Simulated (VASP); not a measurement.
# LiF (P6_3mc) in VASP: a series of runs

The runs below take LiF through single point, with PBE.

Everything below comes from runs of VASP 6.6.1. Logs are shortened: lines on timing, memory, paths and dates and some standing lists are left out, and cuts for length are marked.

### 1 The cell of the first run

It takes space group P6_3mc (No. 186, hexagonal). The conventional cell has a = 3.104 Å, b = 3.104 Å, c = 5.170 Å, α = 90.00°, β = 90.00°, γ = 120.00°. Within 2.5 Å of Li (site symmetry 3m) lie 4 F at 1.88 to 2.00 Å. Within 2.5 Å of F (site symmetry 3m) lie 4 Li at 1.88 to 2.00 Å.

### 2 Single point, PBE (volume 10.785 Å^3 an atom, c/a of the conventional cell 1.6656)

The input, INCAR:

```
SYSTEM = LiF
ALGO = Normal
EDIFF = 1E-6
ENCUT = 520
GGA = PE
ISIF = 2
ISMEAR = 0
LASPH = .True.
LCHARG = .False.
LREAL = .False.
LWAVE = .False.
NBANDS = 18
NELM = 80
PREC = Accurate
SIGMA = 0.05
```

The input, KPOINTS:

```
k-points
0
Gamma
  9 9 6
  0 0 0
```

The input, POSCAR:

```
LiF
1.0
    3.1040325418      0.0000000000      0.0000000000
   -1.5520162709      2.6881710354      0.0000000000
    0.0000000000      0.0000000000      5.1700766017
Li F
2 2
Direct
    0.3333333333      0.6666666667      0.3810713234
    0.6666666667      0.3333333333      0.8810713234
    0.3333333333      0.6666666667      0.9939266766
    0.6666666667      0.3333333333      0.4939266766
```

Potentials or basis: VASP PAW PBE potentials, release 64 (Li_sv, F).

On the command line:

```sh
> cat potpaw_PBE.64/Li_sv/POTCAR potpaw_PBE.64/F/POTCAR > POTCAR
> mpirun -np 1 vasp_std > vasp.out
```

OUTCAR:

```text
SYSTEM = LiF
   EDIFF = 1E-6
   ENCUT = 520
   GGA = PE
   ISIF = 2
   ISMEAR = 0
   LASPH = .True.
   LREAL = .False.
   NELM = 80
   PREC = Accurate

 ion  position               nearest neighbor table
   1  0.333  0.667  0.381-   4 1.88   4 1.88   4 1.88   3 2.00
   2  0.667  0.333  0.881-   3 1.88   3 1.88   3 1.88   4 2.00
   3  0.333  0.667  0.994-   2 1.88   2 1.88   2 1.88   1 2.00
   4  0.667  0.333  0.494-   1 1.88   1 1.88   1 1.88   2 2.00

  LATTYP: Found a hexagonal cell.
 ALAT       =     3.1040325418
 C/A-ratio  =     1.6656000000

  Lattice vectors:

 A1 = (   3.1040325418,   0.0000000000,   0.0000000000)
 A2 = (  -1.5520162709,   2.6881710354,   0.0000000000)
 A3 = (   0.0000000000,   0.0000000000,   5.1700766017)

Analysis of symmetry for initial positions (statically):
=====================================================================
 Subroutine PRICEL returns:
 Original cell was already a primitive cell.

 Routine SETGRP: Setting up the symmetry group for a
 hexagonal supercell.

 Subroutine GETGRP returns: Found 12 space group operations
 (whereof  6 operations were pure point group operations)
 out of a pool of 24 trial point group operations.

The static configuration has the point symmetry C_3v.
 The point group associated with its full space group is C_6v.

Analysis of symmetry for dynamics (positions and initial velocities):
=====================================================================
 Subroutine PRICEL returns:
 Original cell was already a primitive cell.

 Routine SETGRP: Setting up the symmetry group for a
 hexagonal supercell.

 Subroutine GETGRP returns: Found 12 space group operations
 (whereof  6 operations were pure point group operations)
 out of a pool of 24 trial point group operations.

The dynamic configuration has the point symmetry C_3v.
 The point group associated with its full space group is C_6v.

 Subroutine INISYM returns: Found 12 space group operations
 (whereof  6 operations are pure point group operations),
 and found     1 'primitive' translations

----------------------------------------------------------------------------------------

                                     Primitive cell

  volume of cell :      43.1400

  direct lattice vectors                    reciprocal lattice vectors
     3.104032542  0.000000000  0.000000000     0.322161571  0.186000070  0.000000000
    -1.552016271  2.688171035  0.000000000     0.000000000  0.372000139  0.000000000
     0.000000000  0.000000000  5.170076602     0.000000000  0.000000000  0.193420732

  length of vectors
     3.104032542  3.104032542  5.170076602     0.372000139  0.372000139  0.193420732

  position of ions in fractional coordinates (direct lattice)
     0.333333333  0.666666667  0.381071323
     0.666666667  0.333333333  0.881071323
     0.333333333  0.666666667  0.993926677
     0.666666667  0.333333333  0.493926677

  ion indices of the primitive-cell ions
   primitive index   ion index
                 1           1
                 2           2
                 3           3
                 4           4

----------------------------------------------------------------------------------------

 KPOINTS: k-points

Automatic generation of k-mesh.
 Grid dimensions read from file:
 generate k-points for:    9    9    6

 Generating k-lattice:

  Cartesian coordinates                     Fractional coordinates (reciprocal lattice)
     0.035795730  0.020666674  0.000000000     0.111111111  0.000000000  0.000000000
     0.000000000  0.041333349  0.000000000     0.000000000  0.111111111  0.000000000
     0.000000000  0.000000000  0.032236789     0.000000000  0.000000000  0.166666667

  Length of vectors
     0.041333349  0.041333349  0.032236789

  Shift w.r.t. Gamma in fractional coordinates (k-lattice)
     0.000000000  0.000000000  0.000000000

 Subroutine IBZKPT returns following result:
 ===========================================

 Found     48 irreducible k-points:

 Following reciprocal coordinates:
            Coordinates               Weight
  0.000000  0.000000  0.000000      1.000000
  0.111111 -0.000000  0.000000      6.000000
  0.222222  0.000000  0.000000      6.000000
  0.333333  0.000000  0.000000      6.000000
  0.444444  0.000000  0.000000      6.000000
  0.111111  0.111111  0.000000      6.000000
[... 16 lines left out ...]
  0.333333  0.222222  0.166667     24.000000
  0.333333  0.333333  0.166667      4.000000
 [... further k-points ...]
   k-points           NKPTS =     48   k-points in BZ     NKDIM =     48   number of bands    NBANDS=     18
   number of dos      NEDOS =    301   number of ions     NIONS =      4
   total plane-waves  NPLWV =  23040
   dimension x,y,z NGX =    24 NGY =   24 NGZ =   40
   dimension x,y,z NGXF=    48 NGYF=   48 NGZF=   80
   ions per type =               2   2
   NGX,Y,Z   is equivalent  to a cutoff of  12.85, 12.85, 12.86 a.u.
   NGXF,Y,Z  is equivalent  to a cutoff of  25.71, 25.71, 25.72 a.u.
 SYSTEM =  LiF
   PREC   = accura    normal or accurate (medium, high low for compatibility)
   ISTART =      0    job   : 0-new  1-cont  2-samecut
   ICHARG =      2    charge: 1-file 2-atom 10-const
   ISPIN  =      1    spin polarized calculation?
   LNONCOLLINEAR =      F non collinear calculations
   LSORBIT =      F    spin-orbit coupling
   LASPH  =      T    aspherical Exc in radial PAW
   ENCUT  =  520.0 eV  38.22 Ry    6.18 a.u.   5.77  5.77  9.61*2*pi/ulx,y,z
   NELM   =     80;   NELMIN=  2; NELMDL= -5     # of ELM steps
   EDIFF  = 0.1E-05   stopping-criterion for ELM
   LREAL  =      F    real-space projection
   EDIFFG = 0.1E-04   stopping-criterion for IOM
   NSW    =      0    number of steps for IOM
   IBRION =     -1    ionic relax: 0-MD 1-quasi-New 2-CG
   NFREE  =      0    steps in history (QN), initial steepest desc. (CG)
   ISIF   =      2    stress and relaxation
   ISYM   =      2    0-nonsym 1-usesym 2-fastsym
   POTIM  = 0.5000    time-step for ionic-motion
   TEBEG  =    0.0;   TEEND  =   0.0 temperature during run
   PSTRESS=    0.0 pullay stress
   NELECT =      20.0000    total number of electrons
   NUPDOWN=      -1.0000    fix difference up-down
   EMIN   =  10.00;   EMAX   =-10.00  energy-range for DOS
   EFERMI =   0.00;   METHOD = LEGACY
   ISMEAR =     0;   SIGMA  =   0.05  broadening in eV -4-tet -1-fermi 0-gaus
   EFERMI_NEDOS =   21; number of points for ismear=-14 and -15
   IALGO  =     38    algorithm
   IMIX   =      4    mixing-type and parameters
     AMIX     =   0.40;   BMIX     =  1.00
     AMIX_MAG =   1.60;   BMIX_MAG =  1.00
  volume/ion in A,a.u.               =      10.78        72.78
  Fermi-wavevector in a.u.,A,eV,Ry     =   1.267043  2.394365 21.842775  1.605399
  Thomas-Fermi vector in A             =   2.400212
   LORBIT       =      0    0 simple, 1 ext, 2 COOP (PROOUT), +10 PAW based schemes
   GGA     = PE    functional components
   LHFCALC =     F    Hartree Fock is set to
   AEXX    =    0.0000 exact exchange contribution
   IVDW    =     0    specifies the selected vdW correction
   LEPSILON=     F    determine dielectric tensor
   LRPA    =     F    only Hartree local field effects (RPA)
 non-spin polarized calculation
 Gauss-broadening in eV      SIGMA  =   0.05
  energy-cutoff  :      520.00
  volume of cell :       43.14
 maximum number of plane-waves:      1174
 NGX is ok and might be reduce to    24
   NGX = 11   NGY = 11   NGZ = 19

 number of electron      19.9999981 magnetization

 Free energy of the ion-electron system (eV)
  ---------------------------------------------------
  ext. energy  EPLUGINS =         0.00000000
  ---------------------------------------------------
  free energy    TOTEN  =       -19.27007067 eV

  energy without entropy =      -19.27007067  energy(sigma->0) =      -19.27007067

 E-fermi :  -2.5228     XC(G=0):  -8.4703

 val. band max:       -2.8969885842   @ k =   0.0000   0.0000   0.0000
 cond. band min:       4.5440458824   @ k =   0.0000   0.0000   0.0000
 fundamental gap:      7.4410344666
 Fermi energy:        -2.5228230050

 k-point     1 :       0.0000    0.0000    0.0000
  band No.  band energies     occupation
      1     -43.4958      2.00000
      2     -43.4735      2.00000
      3     -22.1368      2.00000
      4     -21.9703      2.00000
      5      -4.7459      2.00000
      6      -3.1619      2.00000
[... 10 lines left out ...]
     17      16.4370      0.00000
     18      16.4370      0.00000

 k-point     2 :       0.1111   -0.0000    0.0000
  band No.  band energies     occupation
      1     -43.4931      2.00000
      2     -43.4719      2.00000
      3     -22.1221      2.00000
      4     -21.9641      2.00000
      5      -4.6840      2.00000
      6      -3.2999      2.00000
[... 10 lines left out ...]
     17      16.5174      0.00000
     18      16.5784      0.00000

 k-point     3 :       0.2222    0.0000    0.0000
  band No.  band energies     occupation
      1     -43.4857      2.00000
      2     -43.4679      2.00000
      3     -22.0819      2.00000
      4     -21.9489      2.00000
      5      -4.5262      2.00000
      6      -3.6779      2.00000
[... 10 lines left out ...]
     17      16.5337      0.00000
     18      16.5638      0.00000

 k-point     4 :       0.3333    0.0000    0.0000
  band No.  band energies     occupation
      1     -43.4767      2.00000
      2     -43.4639      2.00000
      3     -22.0306      2.00000
      4     -21.9360      2.00000
      5      -4.4485      2.00000
      6      -3.9760      2.00000
[... 375 lines left out ...]
      4     -21.9368      2.00000
      5      -4.3265      2.00000
      6      -4.2290      2.00000
[... 10 lines left out ...]
     17      15.9113      0.00000
     18      17.3745      0.00000

 k-point    23 :       0.3333    0.2222    0.1667
  band No.  band energies     occupation
      1     -43.4664      2.00000
      2     -43.4621      2.00000
      3     -21.9676      2.00000
      4     -21.9368      2.00000
      5      -4.5410      2.00000
      6      -4.0815      2.00000
[... 10 lines left out ...]
     17      15.3531      0.00000
     18      17.4042      0.00000

 k-point    24 :       0.3333    0.3333    0.1667
  band No.  band energies     occupation
      1     -43.4631      2.00000
      2     -43.4631      2.00000
      3     -21.9461      2.00000
      4     -21.9461      2.00000
      5      -4.5745      2.00000
      6      -3.9052      2.00000
[... 10 lines left out ...]
     17      14.9635      0.00000
     18      17.3754      0.00000

 [... further k-points ...]
[... 5 lines left out ...]
  --------------------------------------------------------------------------------------
  -------------------------------------------------------------------------------------
  Total       -0.1099685     -0.1099685     -1.2119027      0.0000000     -0.0000000      0.0000000
  in kB       -4.0841228     -4.0841228    -45.0088784      0.0000000     -0.0000000      0.0000000
  external PRESSURE =     -17.7257080 kB  Pullay stress =       0.0000000 kB

 VOLUME and BASIS-vectors are now :
 -----------------------------------------------------------------------------
  energy-cutoff  :      520.00
  volume of cell :       43.14
      direct lattice vectors                 reciprocal lattice vectors
     3.104032542  0.000000000  0.000000000     0.322161571  0.186000070  0.000000000
    -1.552016271  2.688171035  0.000000000     0.000000000  0.372000139  0.000000000
     0.000000000  0.000000000  5.170076602     0.000000000  0.000000000  0.193420732

 POSITION                                       TOTAL-FORCE (eV/Angst)
 -----------------------------------------------------------------------------------
     -0.00000      1.79211      1.97017         0.000000     -0.000000     -0.125829
      1.55202      0.89606      4.55521         0.000000      0.000000     -0.125829
     -0.00000      1.79211      5.13868        -0.000000      0.000000      0.125829
      1.55202      0.89606      2.55364         0.000000      0.000000      0.125829
 -----------------------------------------------------------------------------------
    total drift:                                0.000000      0.000000     -0.000318

  FREE ENERGIE OF THE ION-ELECTRON SYSTEM (eV)
  ---------------------------------------------------
  free  energy   TOTEN  =       -19.2700706747 eV

  energy  without entropy=      -19.2700706747  energy(sigma->0) =      -19.27007067
```

Wall time 12 s (1 thread of Intel Xeon 6975P-C (Granite Rapids), shared host); peak memory 0.16 GiB.

What came out:

```yaml
Free_energy: -19.2701 eV
Largest_force: 0.126 eV/Å
Band_gap_on_the_k_mesh: 7.44 eV, direct
```

Forces in eV/Å, atoms in the order of the input:
```
Li   0.000  0.000 -0.126
Li   0.000  0.000 -0.126
F    0.000  0.000  0.126
F    0.000  0.000  0.126
```

Levels at points of the mesh, in eV from the valence-band top:
```tsv
k point	band 6	band 7	band 8	band 9	band 10	band 11	band 12	band 13	band 14	band 15
(0.00, 0.00, 0.00)	-0.26	-0.26	-0.05	-0.05	0.00	7.44	11.31	14.25	18.48	18.48
(0.00, 0.00, 0.50)	-0.99	-0.16	-0.16	-0.16	-0.16	9.00	9.00	16.50	16.50	18.72
```

Caveat: the cutoff is under 1.25 times the usual one of these potentials, so pressure, stress and relaxed cells hold a basis-set (Pulay) error.

### 3 Single point, PBE (volume 10.785 Å^3 an atom, c/a of the conventional cell 1.5681)

The input, INCAR:

```
PREC = Accurate
ENCUT = 520
EDIFF = 1E-6
ISMEAR = 0
SIGMA = 0.05
LREAL = False
LASPH = True
NELM = 60
ALGO = Normal
ISIF = 2
LWAVE = False
LCHARG = True
GGA = PE
LELF = True
LVHAR = True
NBANDS = 18
```

The input, KPOINTS:

```
regular mesh
0
Gamma
  9 9 6
```

The input, POSCAR:

```
LiF
1.0
    3.1670482194      0.0000000000      0.0000000000
   -1.5835241097      2.7427442130      0.0000000000
    0.0000000000      0.0000000000      4.9663824169
Li F
2 2
Direct
    0.3333333333      0.6666666667      0.3810713234
    0.6666666667      0.3333333333      0.8810713234
    0.3333333333      0.6666666667      0.9939266766
    0.6666666667      0.3333333333      0.4939266766
```

Potentials or basis: VASP PAW PBE potentials, release 64 (Li_sv, F).

On the command line:

```sh
> cat potpaw_PBE.64/Li_sv/POTCAR potpaw_PBE.64/F/POTCAR > POTCAR
> mpirun -np 1 vasp_std > vasp.out
```

It took 12 s on 1 thread of Intel Xeon 6975P-C (Granite Rapids), shared host; peak memory 0.16 GiB.

The run converged. Its results:

- Free energy: -19.2920 eV
- Largest force: 0.007 eV/Å
- Band gap on the k mesh: 7.39 eV, direct

Forces on the atoms (eV/Å):
```
Li   0.000  0.000 -0.007
Li   0.000  0.000 -0.007
F    0.000  0.000  0.007
F    0.000  0.000  0.007
```

Levels at points of the mesh, in eV from the valence-band top:
| k point | band 7 | band 8 | band 9 | band 10 | band 11 | band 12 | band 13 | band 14 |
| --- | --- | --- | --- | --- | --- | --- | --- | --- |
| (0.00, 0.00, 0.00) | -0.42 | -0.13 | -0.13 | 0.00 | 7.39 | 11.55 | 14.48 | 17.94 |
| (0.00, 0.00, 0.50) | -0.28 | -0.28 | -0.28 | -0.28 | 9.02 | 9.02 | 16.93 | 16.93 |

Caveat: the cutoff is under 1.25 times the usual one of these potentials, so pressure, stress and relaxed cells hold a basis-set (Pulay) error. A k mesh can miss the band edges.

(Part 1 of 2 ends here.)
